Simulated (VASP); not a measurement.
# SnPt3 (Pm-3m) in VASP: a series of runs, part 3 of 3

VASP 6.6.1. The steps go on from the part before.

### Step 5. Electric field gradients, LDA (volume scaled by 1.01)

The input, INCAR:

```
SYSTEM = SnPt3
  ALGO = Normal
  EDIFF = 1E-8
  ENCUT = 520
  ISIF = 2
  ISMEAR = -1
  LASPH = .TRUE.
  LCHARG = .FALSE.
  LEFG = .TRUE.
  LREAL = .FALSE.
  LWAVE = .FALSE.
  NBANDS = 30
  NELM = 100
  PREC = Accurate
  SIGMA = 0.05
```

The input, KPOINTS:

```
k-points
0
G
  8 8 8
  0 0 0
```

The input, POSCAR:

```
SnPt3
1.0
    4.0132891342      0.0000000000      0.0000000000
    0.0000000000      4.0132891342      0.0000000000
    0.0000000000      0.0000000000      4.0132891342
Sn Pt
1 3
Direct
    0.0000000000      0.0000000000      0.0000000000
    0.0000000000      0.5000000000      0.5000000000
    0.5000000000      0.0000000000      0.5000000000
    0.5000000000      0.5000000000      0.0000000000
```

Potentials or basis: VASP PAW LDA potentials, release 64 (Sn_d, Pt).

Started as:

```sh
$ cat potpaw_LDA.64/Sn_d/POTCAR potpaw_LDA.64/Pt/POTCAR > POTCAR
$ mpirun -np 1 vasp_std > vasp.out
```

OUTCAR:

```text
SYSTEM = SnPt3
   EDIFF = 1E-8
   ENCUT = 520
   ISIF = 2
   ISMEAR = -1
   LASPH = .TRUE.
   LREAL = .FALSE.
   NELM = 100
   PREC = Accurate

 ion  position               nearest neighbor table
   1  0.000  0.000  0.000-   2 2.84   3 2.84   4 2.84   2 2.84   3 2.84   2 2.84   4 2.84   2 2.84
                             3 2.84   4 2.84   3 2.84   4 2.84
   2  0.000  0.500  0.500-   1 2.84   3 2.84   4 2.84   1 2.84   4 2.84   1 2.84   3 2.84   1 2.84
                             3 2.84   4 2.84   4 2.84   3 2.84
   3  0.500  0.000  0.500-   1 2.84   2 2.84   4 2.84   1 2.84   4 2.84   2 2.84   4 2.84   4 2.84
                             1 2.84   2 2.84   1 2.84   2 2.84
   4  0.500  0.500  0.000-   1 2.84   2 2.84   3 2.84   2 2.84   3 2.84   1 2.84   3 2.84   3 2.84
                             1 2.84   2 2.84   2 2.84   1 2.84

  LATTYP: Found a simple cubic cell.
 ALAT       =     4.0132891342

  Lattice vectors:

 A1 = (   4.0132891342,   0.0000000000,   0.0000000000)
 A2 = (   0.0000000000,   4.0132891342,   0.0000000000)
 A3 = (   0.0000000000,   0.0000000000,   4.0132891342)

Analysis of symmetry for initial positions (statically):
=====================================================================
 Subroutine PRICEL returns:
 Original cell was already a primitive cell.

 Routine SETGRP: Setting up the symmetry group for a
 simple cubic supercell.

 Subroutine GETGRP returns: Found 48 space group operations
 (whereof 48 operations were pure point group operations)
 out of a pool of 48 trial point group operations.

The static configuration has the point symmetry O_h .

Analysis of symmetry for dynamics (positions and initial velocities):
=====================================================================
 Subroutine PRICEL returns:
 Original cell was already a primitive cell.

 Routine SETGRP: Setting up the symmetry group for a
 simple cubic supercell.

 Subroutine GETGRP returns: Found 48 space group operations
 (whereof 48 operations were pure point group operations)
 out of a pool of 48 trial point group operations.

The dynamic configuration has the point symmetry O_h .

 Subroutine INISYM returns: Found 48 space group operations
 (whereof 48 operations are pure point group operations),
 and found     1 'primitive' translations

----------------------------------------------------------------------------------------

                                     Primitive cell

  volume of cell :      64.6400

  direct lattice vectors                    reciprocal lattice vectors
     4.013289134  0.000000000  0.000000000     0.249172179  0.000000000  0.000000000
     0.000000000  4.013289134  0.000000000     0.000000000  0.249172179  0.000000000
     0.000000000  0.000000000  4.013289134     0.000000000  0.000000000  0.249172179

  length of vectors
     4.013289134  4.013289134  4.013289134     0.249172179  0.249172179  0.249172179

  position of ions in fractional coordinates (direct lattice)
     0.000000000  0.000000000  0.000000000
     0.000000000  0.500000000  0.500000000
     0.500000000  0.000000000  0.500000000
     0.500000000  0.500000000  0.000000000

  ion indices of the primitive-cell ions
[... 94 lines left out ...]
   IALGO  =     38    algorithm
   IMIX   =      4    mixing-type and parameters
     AMIX     =   0.40;   BMIX     =  1.00
     AMIX_MAG =   1.60;   BMIX_MAG =  1.00
  volume/ion in A,a.u.               =      16.16       109.05
  Fermi-wavevector in a.u.,A,eV,Ry     =   1.440098  2.721390 28.216867  2.073881
  Thomas-Fermi vector in A             =   2.558880
   LORBIT       =      0    0 simple, 1 ext, 2 COOP (PROOUT), +10 PAW based schemes
   GGA     = CA    functional components
   LHFCALC =     F    Hartree Fock is set to
   AEXX    =    0.0000 exact exchange contribution
   IVDW    =     0    specifies the selected vdW correction
   LEPSILON=     F    determine dielectric tensor
   LRPA    =     F    only Hartree local field effects (RPA)
 non-spin polarized calculation
  energy-cutoff  :      520.00
  volume of cell :       64.64
 maximum number of plane-waves:      1763
 NGX is ok and might be reduce to    30
   NGX = 15   NGY = 15   NGZ = 15

 number of electron      44.0000023 magnetization

 Free energy of the ion-electron system (eV)
  ---------------------------------------------------
  ext. energy  EPLUGINS =         0.00000000
  ---------------------------------------------------
  free energy    TOTEN  =       -28.56671648 eV

  energy without entropy =      -28.55666399  energy(sigma->0) =      -28.56169024

 E-fermi :  11.6198     XC(G=0): -13.2727

 val. band max:       11.6067180119   @ k =   0.5000   0.3750   0.3750
 cond. band min:      11.6775685390   @ k =   0.5000   0.3750   0.3750
 fundamental gap:      0.0708505271
 Fermi energy:        11.6198423910

 k-point     1 :       0.0000    0.0000    0.0000
  band No.  band energies     occupation
      1     -10.2420      2.00000
      2     -10.2420      2.00000
      3     -10.2275      2.00000
      4     -10.2275      2.00000
      5     -10.2275      2.00000
      6      -0.3292      2.00000
[... 781 lines left out ...]
     29      20.1451      0.00000
     30      21.6136      0.00000

 [... further k-points ...]

------------------------ aborting loop because EDIFF is reached ----------------------------------------

  FORCE on cell =-STRESS in cart. coord.  units (eV):
  Direction    XX          YY          ZZ          XY          YZ          ZX
  --------------------------------------------------------------------------------------
  -------------------------------------------------------------------------------------
  Total       -2.0555154     -2.0555154     -2.0555154     -0.0000000      0.0000000      0.0000000
  in kB      -50.9483322    -50.9483322    -50.9483322     -0.0000000      0.0000000      0.0000000
  external PRESSURE =     -50.9483322 kB  Pullay stress =       0.0000000 kB

 VOLUME and BASIS-vectors are now :
 -----------------------------------------------------------------------------
  energy-cutoff  :      520.00
  volume of cell :       64.64
      direct lattice vectors                 reciprocal lattice vectors
     4.013289134  0.000000000  0.000000000     0.249172179  0.000000000  0.000000000
     0.000000000  4.013289134  0.000000000     0.000000000  0.249172179  0.000000000
     0.000000000  0.000000000  4.013289134     0.000000000  0.000000000  0.249172179

 POSITION                                       TOTAL-FORCE (eV/Angst)
 -----------------------------------------------------------------------------------
      0.00000      0.00000      0.00000         0.000000      0.000000      0.000000
      0.00000      2.00664      2.00664         0.000000      0.000000      0.000000
      2.00664      0.00000      2.00664         0.000000      0.000000      0.000000
      2.00664      2.00664      0.00000         0.000000      0.000000      0.000000
 -----------------------------------------------------------------------------------
    total drift:                                0.000000      0.000000     -0.000000

  FREE ENERGIE OF THE ION-ELECTRON SYSTEM (eV)
  ---------------------------------------------------
  free  energy   TOTEN  =       -28.5667164817 eV

  energy  without entropy=      -28.5566639945  energy(sigma->0) =      -28.56169024

 Electric field gradients (V/A^2)
---------------------------------------------------------------------
 ion       V_xx      V_yy      V_zz      V_xy      V_xz      V_yz
---------------------------------------------------------------------
   1      -0.000    -0.000     0.000    -0.000    -0.000    -0.000
   2    -143.144    71.572    71.572     0.000     0.000     0.000
   3      71.572  -143.144    71.572     0.000    -0.000     0.000
   4      71.572    71.572  -143.144    -0.000     0.000     0.000
---------------------------------------------------------------------

 Electric field gradients after diagonalization (V/A^2)
 (convention: |V_zz| > |V_xx| > |V_yy|)
----------------------------------------------------------------------
 ion       V_xx      V_yy      V_zz     asymmetry (V_yy - V_xx)/ V_zz
----------------------------------------------------------------------
   1      -0.000    -0.000     0.000       0.005
   2      71.572    71.572  -143.144       0.000
   3      71.572    71.572  -143.144       0.000
   4      71.572    71.572  -143.144       0.000
----------------------------------------------------------------------

           NMR quadrupolar parameters

 Cq : quadrupolar parameter    Cq=e*Q*V_zz/h
 eta: asymmetry parameters     (V_yy - V_xx)/ V_zz
 Q  : nuclear electric quadrupole moment in mb (millibarn)
----------------------------------------------------------------------
 ion       Cq(MHz)       eta       Q (mb)
----------------------------------------------------------------------
   1       0.000       0.005       1.000
   2      -0.346       0.000       1.000
   3      -0.346       0.000       1.000
   4      -0.346       0.000       1.000
----------------------------------------------------------------------
```

OSZICAR:

```text
N       E                     dE             d eps       ncg     rms          rms(c)
DAV:   1     0.399999266390E+03    0.40000E+03   -0.20919E+04  2254   0.197E+03
DAV:   2     0.143213813677E+02   -0.38568E+03   -0.36278E+03  2208   0.528E+02
DAV:   3    -0.282097339358E+02   -0.42531E+02   -0.40566E+02  2312   0.130E+02
DAV:   4    -0.296051110358E+02   -0.13954E+01   -0.13908E+01  2444   0.245E+01
DAV:   5    -0.296424163247E+02   -0.37305E-01   -0.37301E-01  2546   0.420E+00    0.185E+01
DAV:   6    -0.287110707451E+02    0.93135E+00   -0.22573E+00  2316   0.978E+00    0.925E+00
DAV:   7    -0.285842085925E+02    0.12686E+00   -0.14477E-01  2820   0.410E+00    0.384E+00
DAV:   8    -0.285683436656E+02    0.15865E-01   -0.29320E-02  2684   0.116E+00    0.369E-01
DAV:   9    -0.285667130011E+02    0.16307E-02   -0.64506E-03  2704   0.890E-01    0.593E-02
DAV:  10    -0.285667179072E+02   -0.49061E-05   -0.17387E-04  2760   0.124E-01    0.202E-02
DAV:  11    -0.285667166169E+02    0.12903E-05   -0.10190E-05  2764   0.241E-02    0.456E-03
DAV:  12    -0.285667164810E+02    0.13587E-06   -0.78693E-07  2434   0.810E-03    0.171E-03
DAV:  13    -0.285667164817E+02   -0.71668E-09   -0.27858E-08  1930   0.193E-03
   1 F= -.28566716E+02 E0= -.28561690E+02  d E =-.100525E-01
```

stdout:

```text
POSCAR found type information on POSCAR SnPt
 POSCAR found :  2 types and       4 ions
 scaLAPACK will be used
 LDA part: xc-table for (Slater(with rela. corr.)+CA(PZ))
 , standard interpolation
 POSCAR, INCAR and KPOINTS ok, starting setup
 FFT: planning ... GRIDC
 FFT: planning ... GRID_SOFT
 FFT: planning ... GRID
 WAVECAR not read
 entering main loop
ion   1

ion   2

ion   3

ion   4
```

Run time: 22 s. Hardware: 1 thread of Intel Xeon 6975P-C (Granite Rapids), shared host; peak memory 0.18 GiB.

What came out:

```yaml
Free_energy: -28.5667 eV
Pressure: -5.1 GPa
Band_gap_on_the_k_mesh: zero (band 22 reaches 11.76 eV, above the bottom of band 23 at 11.31 eV)
```

Electric field gradients, principal values (V/Å²):
```csv
atom,least,middle,greatest (by size)
1 Sn,0.000,0.000,0.000
2 Pt,71.572,71.572,-143.144
3 Pt,71.572,71.572,-143.144
4 Pt,71.572,71.572,-143.144
```

Caveat: without QUAD_EFG the Cq values of the log hold for a quadrupole moment of 1 mb, not for the nuclei; spin-orbit coupling is left out, which moves the levels of the heavy elements.

### Step 6. Electric field gradients, LDA (volume scaled by 1.04)

The input, INCAR:

```
SYSTEM = SnPt3
  PREC = Accurate
  ENCUT = 520
  EDIFF = 1E-8
  ISMEAR = -1
  SIGMA = 0.05
  LREAL = .FALSE.
  LASPH = .TRUE.
  NELM = 80
  ALGO = Normal
  ISIF = 2
  LWAVE = .FALSE.
  LCHARG = .FALSE.
  GGA = CA
  LEFG = .TRUE.
  NBANDS = 30
```

The input, KPOINTS:

```
Automatic mesh
0
G
  8 8 8
  0 0 0
```

The input, POSCAR:

```
SnPt3
1.0
    4.0526376153      0.0000000000      0.0000000000
    0.0000000000      4.0526376153      0.0000000000
    0.0000000000      0.0000000000      4.0526376153
Sn Pt
1 3
Direct
    0.0000000000      0.0000000000      0.0000000000
    0.0000000000      0.5000000000      0.5000000000
    0.5000000000      0.0000000000      0.5000000000
    0.5000000000      0.5000000000      0.0000000000
```

Potentials or basis: VASP PAW LDA potentials, release 64 (Sn_d, Pt).

Started as:

```sh
$ cat potpaw_LDA.64/Sn_d/POTCAR potpaw_LDA.64/Pt/POTCAR > POTCAR
$ mpirun -np 1 vasp_std > vasp.out
```

OUTCAR:

```text
SYSTEM = SnPt3
   PREC = Accurate
   ENCUT = 520
   EDIFF = 1E-8
   ISMEAR = -1
   LREAL = .FALSE.
   LASPH = .TRUE.
   NELM = 80
   ISIF = 2
   GGA = CA

 ion  position               nearest neighbor table
   1  0.000  0.000  0.000-   2 2.87   3 2.87   4 2.87   2 2.87   3 2.87   2 2.87   4 2.87   2 2.87
                             3 2.87   4 2.87   3 2.87   4 2.87
   2  0.000  0.500  0.500-   1 2.87   3 2.87   4 2.87   1 2.87   4 2.87   1 2.87   3 2.87   1 2.87
                             3 2.87   4 2.87   4 2.87   3 2.87
   3  0.500  0.000  0.500-   1 2.87   2 2.87   4 2.87   1 2.87   4 2.87   2 2.87   4 2.87   4 2.87
                             1 2.87   2 2.87   1 2.87   2 2.87
   4  0.500  0.500  0.000-   1 2.87   2 2.87   3 2.87   2 2.87   3 2.87   1 2.87   3 2.87   3 2.87
                             1 2.87   2 2.87   2 2.87   1 2.87

  LATTYP: Found a simple cubic cell.
 ALAT       =     4.0526376153

  Lattice vectors:

 A1 = (   4.0526376153,   0.0000000000,   0.0000000000)
 A2 = (   0.0000000000,   4.0526376153,   0.0000000000)
 A3 = (   0.0000000000,   0.0000000000,   4.0526376153)

Analysis of symmetry for initial positions (statically):
=====================================================================
 Subroutine PRICEL returns:
 Original cell was already a primitive cell.

 Routine SETGRP: Setting up the symmetry group for a
 simple cubic supercell.

 Subroutine GETGRP returns: Found 48 space group operations
 (whereof 48 operations were pure point group operations)
 out of a pool of 48 trial point group operations.

The static configuration has the point symmetry O_h .

Analysis of symmetry for dynamics (positions and initial velocities):
[... 965 lines left out ...]
  FORCE on cell =-STRESS in cart. coord.  units (eV):
  Direction    XX          YY          ZZ          XY          YZ          ZX
  --------------------------------------------------------------------------------------
  -------------------------------------------------------------------------------------
  Total       -4.5508342     -4.5508342     -4.5508342     -0.0000000      0.0000000     -0.0000000
  in kB     -109.5439217   -109.5439217   -109.5439217     -0.0000000      0.0000000     -0.0000000
  external PRESSURE =    -109.5439217 kB  Pullay stress =       0.0000000 kB

 VOLUME and BASIS-vectors are now :
 -----------------------------------------------------------------------------
  energy-cutoff  :      520.00
  volume of cell :       66.56
      direct lattice vectors                 reciprocal lattice vectors
     4.052637615  0.000000000  0.000000000     0.246752879  0.000000000  0.000000000
     0.000000000  4.052637615  0.000000000     0.000000000  0.246752879  0.000000000
     0.000000000  0.000000000  4.052637615     0.000000000  0.000000000  0.246752879

 POSITION                                       TOTAL-FORCE (eV/Angst)
 -----------------------------------------------------------------------------------
      0.00000      0.00000      0.00000         0.000000      0.000000      0.000000
      0.00000      2.02632      2.02632         0.000000      0.000000      0.000000
      2.02632      0.00000      2.02632         0.000000      0.000000      0.000000
      2.02632      2.02632      0.00000         0.000000      0.000000      0.000000
 -----------------------------------------------------------------------------------
    total drift:                                0.000000      0.000000     -0.000000

  FREE ENERGIE OF THE ION-ELECTRON SYSTEM (eV)
  ---------------------------------------------------
  free  energy   TOTEN  =       -28.4708991779 eV

  energy  without entropy=      -28.4607583344  energy(sigma->0) =      -28.46582876

 Electric field gradients (V/A^2)
---------------------------------------------------------------------
 ion       V_xx      V_yy      V_zz      V_xy      V_xz      V_yz
---------------------------------------------------------------------
   1       0.000     0.000     0.000    -0.000     0.000     0.000
   2    -136.824    68.412    68.412     0.000     0.000     0.000
   3      68.412  -136.824    68.412     0.000     0.000     0.000
   4      68.412    68.412  -136.824    -0.000    -0.000     0.000
---------------------------------------------------------------------

 Electric field gradients after diagonalization (V/A^2)
 (convention: |V_zz| > |V_xx| > |V_yy|)
----------------------------------------------------------------------
 ion       V_xx      V_yy      V_zz     asymmetry (V_yy - V_xx)/ V_zz
----------------------------------------------------------------------
   1       0.000     0.000     0.000      -0.393
   2      68.412    68.412  -136.824       0.000
   3      68.412    68.412  -136.824       0.000
   4      68.412    68.412  -136.824       0.000
----------------------------------------------------------------------

           NMR quadrupolar parameters

 Cq : quadrupolar parameter    Cq=e*Q*V_zz/h
 eta: asymmetry parameters     (V_yy - V_xx)/ V_zz
 Q  : nuclear electric quadrupole moment in mb (millibarn)
----------------------------------------------------------------------
 ion       Cq(MHz)       eta       Q (mb)
----------------------------------------------------------------------
   1       0.000      -0.393       1.000
   2      -0.331       0.000       1.000
   3      -0.331       0.000       1.000
   4      -0.331       0.000       1.000
----------------------------------------------------------------------
```

stdout:

```text
POSCAR found type information on POSCAR SnPt
 POSCAR found :  2 types and       4 ions
 scaLAPACK will be used
 LDA part: xc-table for (Slater(with rela. corr.)+CA(PZ))
 , standard interpolation
 POSCAR, INCAR and KPOINTS ok, starting setup
 FFT: planning ... GRIDC
 FFT: planning ... GRID_SOFT
 FFT: planning ... GRID
 WAVECAR not read
 entering main loop
ion   1

ion   2

ion   3

ion   4
```

Wall time 23 s (1 thread of Intel Xeon 6975P-C (Granite Rapids), shared host); peak memory 0.19 GiB.

Results:

| Item | Value |
| --- | --- |
| Free energy | -28.4709 eV |
| Pressure | -11.0 GPa |
| Band gap on the k mesh | zero (band 22 reaches 11.19 eV, above the bottom of band 23 at 10.77 eV) |

Electric field gradients, principal values (V/Å²):
```csv
atom,least,middle,greatest (by size)
1 Sn,0.000,0.000,0.000
2 Pt,68.412,68.412,-136.824
3 Pt,68.412,68.412,-136.824
4 Pt,68.412,68.412,-136.824
```

Caveat: without QUAD_EFG the Cq values of the log hold for a quadrupole moment of 1 mb, not for the nuclei; spin-orbit coupling is left out, which moves the levels of the heavy elements.

### Step 7. Overview

| cell | gap on the mesh (eV) | pressure (GPa) |
| --- | --- | --- |
| a = 3.918 Å, 4 atoms | none | 13.9 |
| a = 3.973 Å, 4 atoms | none | 2.0 |
| a = 4.013 Å, 4 atoms | none | -5.1 |
| a = 4.053 Å, 4 atoms | none | -11.0 |

Alike in all rows: task electric field gradients; level LDA; potentials or basis VASP PAW LDA potentials, release 64 (Sn_d, Pt); no spin polarisation; k mesh 8 × 8 × 8; cutoff (eV) 520; smearing fermi-dirac 0.05 eV.

Caveats: spin-orbit coupling is left out, which moves the levels of the heavy elements.

Absolute energies hang on the potentials; compare differences alone.
